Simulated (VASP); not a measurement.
# Ti (P6_3/mmc) in VASP: single point with r2SCAN

Aim: the single point of Ti with r2SCAN.

Program: VASP 6.6.1. These are calculated values, not measurements. Logs are shortened: lines on timing, memory, paths and dates and some standing lists are left out, and cuts for length are marked.

## (1) The cell of the first run

The structure is hexagonal, space group P6_3/mmc (No. 194). The conventional cell has a = 2.950 Å, b = 2.950 Å, c = 4.685 Å, α = 90.00°, β = 90.00°, γ = 120.00°. Within 3.8 Å of Ti (site symmetry -6m2) lie 12 Ti at 2.90 to 2.95 Å.

## (2) Single point, r2SCAN

The input, POSCAR:

```
Ti
1.0
    2.9500002469      0.0000000000      0.0000000000
   -1.4750001235      2.5547751550      0.0000000000
    0.0000000000      0.0000000000      4.6846003921
Ti
2
Direct
    0.3333333333      0.6666666667      0.7500000000
    0.6666666667      0.3333333333      0.2500000000
```

The input, INCAR.step1:

```
PREC = Accurate
ENCUT = 550
ISMEAR = 0
SIGMA = 0.05
LREAL = False
LASPH = True
NELM = 120
NBANDS = 19
GGA = PE
ALGO = Normal
EDIFF = 1E-5
LWAVE = True
LCHARG = False
GGA_COMPAT = False
```

The input, INCAR.step2:

```
PREC = Accurate
ENCUT = 550
EDIFF = 1E-6
ISMEAR = 0
SIGMA = 0.05
LREAL = False
LASPH = True
NELM = 120
ALGO = Normal
ISIF = 2
LWAVE = False
LCHARG = True
METAGGA = R2SCAN
LMIXTAU = True
LELF = True
LVHAR = True
NBANDS = 19
ISTART = 1
GGA_COMPAT = False
```

The input, KPOINTS:

```
Automatic mesh
0
Gamma
  14 14 8
```

Potentials or basis: VASP PAW PBE potentials, release 64 (Ti_sv).

Launch:

```sh
$ cat potpaw_PBE.64/Ti_sv/POTCAR > POTCAR
$ cp INCAR.step1 INCAR
$ mpirun -np 1 vasp_std > vasp.out
$ cp INCAR.step2 INCAR
$ mpirun -np 1 vasp_std > vasp.out
```

OUTCAR:

```text
PREC = Accurate
   ENCUT = 550
   EDIFF = 1E-6
   ISMEAR = 0
   LREAL = False
   LASPH = True
   NELM = 120
   ISIF = 2
   METAGGA = R2SCAN
   ISTART = 1

 ion  position               nearest neighbor table
   1  0.333  0.667  0.750-   2 2.90   2 2.90   2 2.90   2 2.90   2 2.90   2 2.90
   2  0.667  0.333  0.250-   1 2.90   1 2.90   1 2.90   1 2.90   1 2.90   1 2.90

  LATTYP: Found a hexagonal cell.
 ALAT       =     2.9500002469
 C/A-ratio  =     1.5880000000

  Lattice vectors:

 A1 = (   2.9500002469,   0.0000000000,   0.0000000000)
 A2 = (  -1.4750001235,   2.5547751550,   0.0000000000)
 A3 = (   0.0000000000,   0.0000000000,   4.6846003921)

Analysis of symmetry for initial positions (statically):
=====================================================================
 Subroutine PRICEL returns:
 Original cell was already a primitive cell.

 Routine SETGRP: Setting up the symmetry group for a
 hexagonal supercell.

 Subroutine GETGRP returns: Found 24 space group operations
 (whereof 12 operations were pure point group operations)
 out of a pool of 24 trial point group operations.

The static configuration has the point symmetry D_3d.
 The point group associated with its full space group is D_6h.

Analysis of symmetry for dynamics (positions and initial velocities):
=====================================================================
 Subroutine PRICEL returns:
 Original cell was already a primitive cell.

 Routine SETGRP: Setting up the symmetry group for a
 hexagonal supercell.

 Subroutine GETGRP returns: Found 24 space group operations
 (whereof 12 operations were pure point group operations)
 out of a pool of 24 trial point group operations.

The dynamic configuration has the point symmetry D_3d.
 The point group associated with its full space group is D_6h.

 Subroutine INISYM returns: Found 24 space group operations
 (whereof 12 operations are pure point group operations),
 and found     1 'primitive' translations

----------------------------------------------------------------------------------------

                                     Primitive cell

  volume of cell :      35.3059

  direct lattice vectors                    reciprocal lattice vectors
     2.950000247  0.000000000  0.000000000     0.338983022  0.195711939  0.000000000
    -1.475000124  2.554775155  0.000000000     0.000000000  0.391423879  0.000000000
     0.000000000  0.000000000  4.684600392     0.000000000  0.000000000  0.213465379

  length of vectors
     2.950000247  2.950000247  4.684600392     0.391423879  0.391423879  0.213465379

  position of ions in fractional coordinates (direct lattice)
     0.333333333  0.666666667  0.750000000
     0.666666667  0.333333333  0.250000000

  ion indices of the primitive-cell ions
   primitive index   ion index
                 1           1
                 2           2

----------------------------------------------------------------------------------------

 KPOINTS: Automatic mesh

Automatic generation of k-mesh.
 Grid dimensions read from file:
 generate k-points for:   14   14    8

 Generating k-lattice:

  Cartesian coordinates                     Fractional coordinates (reciprocal lattice)
     0.024213073  0.013979424  0.000000000     0.071428571  0.000000000  0.000000000
     0.000000000  0.027958848  0.000000000     0.000000000  0.071428571  0.000000000
     0.000000000  0.000000000  0.026683172     0.000000000  0.000000000  0.125000000

  Length of vectors
     0.027958848  0.027958848  0.026683172

  Shift w.r.t. Gamma in fractional coordinates (k-lattice)
     0.000000000  0.000000000  0.000000000

 Subroutine IBZKPT returns following result:
 ===========================================

 Found    120 irreducible k-points:

 Following reciprocal coordinates:
            Coordinates               Weight
  0.000000  0.000000  0.000000      1.000000
  0.071429  0.000000  0.000000      6.000000
  0.142857  0.000000  0.000000      6.000000
  0.214286  0.000000  0.000000      6.000000
  0.285714  0.000000  0.000000      6.000000
  0.357143  0.000000  0.000000      6.000000
[... 16 lines left out ...]
  0.285714  0.285714  0.000000      6.000000
  0.357143  0.285714  0.000000      6.000000
 [... further k-points ...]
   k-points           NKPTS =    120   k-points in BZ     NKDIM =    120   number of bands    NBANDS=     19
   number of dos      NEDOS =    301   number of ions     NIONS =      2
   total plane-waves  NPLWV =  20736
   dimension x,y,z NGX =    24 NGY =   24 NGZ =   36
   dimension x,y,z NGXF=    48 NGYF=   48 NGZF=   72
   ions per type =               2
   NGX,Y,Z   is equivalent  to a cutoff of  13.53, 13.53, 12.78 a.u.
   NGXF,Y,Z  is equivalent  to a cutoff of  27.05, 27.05, 25.55 a.u.
 SYSTEM =  unknown system
   PREC   = accura    normal or accurate (medium, high low for compatibility)
   ISTART =      1    job   : 0-new  1-cont  2-samecut
   ICHARG =      0    charge: 1-file 2-atom 10-const
   ISPIN  =      1    spin polarized calculation?
   LNONCOLLINEAR =      F non collinear calculations
   LSORBIT =      F    spin-orbit coupling
   LASPH  =      T    aspherical Exc in radial PAW
   ENCUT  =  550.0 eV  40.42 Ry    6.36 a.u.   5.64  5.64  8.96*2*pi/ulx,y,z
   NELM   =    120;   NELMIN=  2; NELMDL=  0     # of ELM steps
   EDIFF  = 0.1E-05   stopping-criterion for ELM
   LREAL  =      F    real-space projection
[... 7 lines left out ...]
   TEBEG  =    0.0;   TEEND  =   0.0 temperature during run
   PSTRESS=    0.0 pullay stress
   NELECT =      24.0000    total number of electrons
   NUPDOWN=      -1.0000    fix difference up-down
   EMIN   =  10.00;   EMAX   =-10.00  energy-range for DOS
   EFERMI =   0.00;   METHOD = LEGACY
   ISMEAR =     0;   SIGMA  =   0.05  broadening in eV -4-tet -1-fermi 0-gaus
   EFERMI_NEDOS =   21; number of points for ismear=-14 and -15
   IALGO  =     38    algorithm
   IMIX   =      4    mixing-type and parameters
     AMIX     =   0.40;   BMIX     =  1.00
     AMIX_MAG =   1.60;   BMIX_MAG =  1.00
  volume/ion in A,a.u.               =      17.65       119.13
  Fermi-wavevector in a.u.,A,eV,Ry     =   1.439449  2.720163 28.191437  2.072012
  Thomas-Fermi vector in A             =   2.558303
   LORBIT       =      0    0 simple, 1 ext, 2 COOP (PROOUT), +10 PAW based schemes
   METAGGA = R2SCAN    functional components
   LHFCALC =     F    Hartree Fock is set to
   AEXX    =    0.0000 exact exchange contribution
   IVDW    =     0    specifies the selected vdW correction
   LEPSILON=     F    determine dielectric tensor
   LRPA    =     F    only Hartree local field effects (RPA)
 non-spin polarized calculation
 Gauss-broadening in eV      SIGMA  =   0.05
  energy-cutoff  :      550.00
  volume of cell :       35.31
 maximum number of plane-waves:      1085
 NGX is ok and might be reduce to    24
   NGX = 11   NGY = 11   NGZ = 17

 number of electron      24.0000001 magnetization

 Free energy of the ion-electron system (eV)
  ---------------------------------------------------
  ext. energy  EPLUGINS =         0.00000000
  ---------------------------------------------------
  free energy    TOTEN  =       -25.90008220 eV

  energy without entropy =      -25.89819920  energy(sigma->0) =      -25.89914070

 E-fermi :   8.2384     XC(G=0): -12.3130

 val. band max:        8.2280014997   @ k =   0.1429   0.0714   0.3750
 cond. band min:       8.2557331866   @ k =   0.2143   0.2143   0.5000
 fundamental gap:      0.0277316869
 Fermi energy:         8.2383883114

 k-point     1 :       0.0000    0.0000    0.0000
  band No.  band energies     occupation
      1     -51.0404      2.00000
      2     -50.9073      2.00000
      3     -26.5829      2.00000
      4     -25.9433      2.00000
      5     -25.9433      2.00000
      6     -25.8875      2.00000
[... 11 lines left out ...]
     18      10.0363      0.00000
     19      11.5481      0.00000

 k-point     2 :       0.0714    0.0000    0.0000
  band No.  band energies     occupation
      1     -51.0354      2.00000
      2     -50.9053      2.00000
      3     -26.5718      2.00000
      4     -25.9662      2.00000
      5     -25.9509      2.00000
      6     -25.8921      2.00000
[... 11 lines left out ...]
     18       9.9531      0.00000
     19      11.5922      0.00000

 k-point     3 :       0.1429    0.0000    0.0000
  band No.  band energies     occupation
      1     -51.0213      2.00000
      2     -50.8999      2.00000
      3     -26.5395      2.00000
      4     -26.0308      2.00000
      5     -25.9717      2.00000
      6     -25.9366      2.00000
[... 11 lines left out ...]
     18       9.9569      0.00000
     19      11.6915      0.00000

 k-point     4 :       0.2143    0.0000    0.0000
  band No.  band energies     occupation
      1     -51.0002      2.00000
      2     -50.8926      2.00000
      3     -26.4896      2.00000
      4     -26.1251      2.00000
      5     -26.0291      2.00000
      6     -26.0008      2.00000
[... 11 lines left out ...]
     18      10.3608      0.00000
     19      11.7950      0.00000

 k-point     5 :       0.2857    0.0000    0.0000
  band No.  band energies     occupation
      1     -50.9755      2.00000
      2     -50.8858      2.00000
      3     -26.4277      2.00000
      4     -26.2307      2.00000
      5     -26.1284      2.00000
      6     -26.0319      2.00000
[... 11 lines left out ...]
     18      10.8485      0.00000
     19      11.8764      0.00000
[... 334 lines left out ...]
      2     -50.8809      2.00000
      3     -26.3247      2.00000
      4     -26.2823      2.00000
      5     -26.2575      2.00000
      6     -26.1256      2.00000
[... 11 lines left out ...]
     18      11.7556      0.00000
     19      12.6099      0.00000

 k-point    22 :       0.3571    0.2143    0.0000
  band No.  band energies     occupation
      1     -50.9113      2.00000
      2     -50.8838      2.00000
      3     -26.3552      2.00000
      4     -26.2479      2.00000
      5     -26.2341      2.00000
      6     -26.1704      2.00000
[... 11 lines left out ...]
     18      11.7439      0.00000
     19      13.2466      0.00000

 k-point    23 :       0.2857    0.2857    0.0000
  band No.  band energies     occupation
      1     -50.9089      2.00000
      2     -50.8846      2.00000
      3     -26.3292      2.00000
      4     -26.2517      2.00000
      5     -26.2255      2.00000
      6     -26.1732      2.00000
[... 11 lines left out ...]
     18      11.7071      0.00000
     19      13.3331      0.00000

 k-point    24 :       0.3571    0.2857    0.0000
  band No.  band energies     occupation
      1     -50.8999      2.00000
      2     -50.8892      2.00000
      3     -26.3300      2.00000
      4     -26.2207      2.00000
      5     -26.2165      2.00000
      6     -26.1882      2.00000
[... 11 lines left out ...]
     18      11.6893      0.00000
     19      13.9644      0.00000

 [... further k-points ...]
[... 5 lines left out ...]
  --------------------------------------------------------------------------------------
  -------------------------------------------------------------------------------------
  Total       -0.3718024     -0.3718024     -0.5556341      0.0000000     -0.0000000      0.0000000
  in kB      -16.8723487    -16.8723487    -25.2146071      0.0000000     -0.0000000      0.0000000
  external PRESSURE =     -19.6531015 kB  Pullay stress =       0.0000000 kB

 VOLUME and BASIS-vectors are now :
 -----------------------------------------------------------------------------
  energy-cutoff  :      550.00
  volume of cell :       35.31
      direct lattice vectors                 reciprocal lattice vectors
     2.950000247  0.000000000  0.000000000     0.338983022  0.195711939  0.000000000
    -1.475000124  2.554775155  0.000000000     0.000000000  0.391423879  0.000000000
     0.000000000  0.000000000  4.684600392     0.000000000  0.000000000  0.213465379

 POSITION                                       TOTAL-FORCE (eV/Angst)
 -----------------------------------------------------------------------------------
     -0.00000      1.70318      3.51345         0.000000     -0.000000      0.000000
      1.47500      0.85159      1.17115        -0.000000      0.000000      0.000000
 -----------------------------------------------------------------------------------
    total drift:                               -0.000000      0.000000     -0.000000

  FREE ENERGIE OF THE ION-ELECTRON SYSTEM (eV)
  ---------------------------------------------------
  free  energy   TOTEN  =       -25.9000821955 eV

  energy  without entropy=      -25.8981991956  energy(sigma->0) =      -25.89914070
```

Wall time 2.9 min (1 thread of Intel Xeon Platinum 8375C at 2.90GHz (Ice Lake), shared host); peak memory 0.21 GiB.

Results:

| Property | Result |
| --- | --- |
| Free energy | -25.9001 eV |
| Pressure | -2.0 GPa |
| Band gap on the k mesh | zero (band 12 reaches 9.09 eV, above the bottom of band 13 at 7.86 eV) |

Levels at points of the mesh, in eV from the Fermi level:
```tsv
k point	band 9	band 10	band 11	band 12	band 13	band 14	band 15	band 16
(0.00, 0.00, 0.00)	-6.60	-2.84	0.48	0.85	0.85	0.92	1.36	1.36
(0.50, 0.00, 0.00)	-2.51	-2.24	-1.91	-0.86	0.61	0.66	1.22	3.47
(0.00, 0.00, 0.50)	-4.69	-4.69	0.04	0.04	0.77	0.77	0.77	0.77
(0.50, 0.00, 0.50)	-2.65	-2.65	-0.87	-0.87	1.19	1.19	1.87	1.87
```

Caveat: the PAW data sets were made with another functional, which shifts forces and pressure a little.
